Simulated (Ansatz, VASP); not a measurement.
# Pt in VASP and in Ansatz

The input INCAR:

```
PREC = Accurate
ENCUT = 520
EDIFF = 1E-7
ISMEAR = 0
SIGMA = 0.15
LREAL = F
LASPH = T
NELM = 100
ALGO = Fast
ISIF = 2
LWAVE = F
LCHARG = F
NBANDS = 11
```

The input KPOINTS:

```
regular mesh
0
Gamma
  20 20 20
```

Contents of POSCAR:

```
Pt
1.0
    0.0000000000      1.9468328700      2.0149720204
    1.7862191582      0.0000000000      2.0149720204
    1.7862191582      1.9468328700      0.0000000000
Pt
1
Direct
    0.0000000000      0.0000000000      0.0000000000
```

Input for Ansatz:

```yaml
crystal:
  lattice:
    - [0.0, 1.94683287, 2.0149720204]
    - [1.7862191582, 0.0, 2.0149720204]
    - [1.7862191582, 1.94683287, 0.0]
  atoms:
    - { symbol: Pt, position: [0.0, 0.0, 0.0] }
basis:
  ecutwfc: 420
kpoints:
  mp_grid: { grid: [20, 20, 20] }
hamiltonian:
  xc: lda
scf:
  occupations: { method: gaussian, width: 0.15 }
output:
  forces: true
  stress: true
  eigenvalues: true
```

Change from the starting cell: normal strain along x -0.0825, normal strain along z +0.0350.

Alike in both runs: task single point; functional LDA; k mesh 20 × 20 × 20; occupations gaussian, width 0.15 eV; no spin polarisation.

|  | VASP | Ansatz |
| --- | --- | --- |
| version | VASP 6.6.1 | Ansatz 0.2.0 |
| potentials or method | VASP PAW LDA potentials, release 64 (Pt), cutoff 520 eV | scalar-relativistic, plane waves, PAW |
| valence electrons in the cell | 10 | 18 |

Ansatz gave:

- gap on the k mesh at the Fermi level (eV): none
- pressure (GPa): 19.6
- traceless stress, the component that is largest in VASP (GPa): -6.92

Question: Estimate VASP's values.

Answer: gap on the k mesh at the Fermi level (eV): none; pressure (GPa): 20.6; traceless stress, the component that is largest in VASP (GPa): -6.94.

LDA's correlation is that of Perdew and Zunger in VASP and of Perdew and Wang (1992) in Ansatz. A gap of «none» marks a metal or a gap that the smearing closes. VASP's potentials hold 10 valence electrons a cell and Ansatz's 18, so a difference there can come from the potentials and not from the codes.

Spin-orbit coupling is off throughout.
